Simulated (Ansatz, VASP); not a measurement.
**Two plane-wave programs on Hg**

```
Hg
1.0
    -1.81297    1.81297    1.81297
     1.81297   -1.81297    1.81297
     1.81297    1.81297   -1.81297
Hg
1
Cartesian
  0.0000 0.0000 0.0000
```

Alike in both runs: task single point; functional PBEsol; k mesh 14 × 14 × 14; occupations fermi-dirac, width 0.1 eV; no spin polarisation.

```csv
,VASP,Ansatz
version,VASP 6.6.1,Ansatz 0.2.0
potentials or method,"VASP PAW PBE potentials, release 64 (Hg), cutoff 520 eV","plane waves (420 eV) with PAW, scalar-relativistic"
valence electrons in the cell,12,20
```

|  | VASP | Ansatz | Ansatz less VASP |
| --- | --- | --- | --- |
| pressure (GPa) | 0.5 | 0.1 | -0.33 |

VASP's potentials were made for PBE, not for PBEsol, and Ansatz warns of the same on its side. VASP's potentials hold 12 valence electrons a cell and Ansatz's 20, so a difference there can come from the potentials and not from the codes.

Spin-orbit coupling is off throughout.
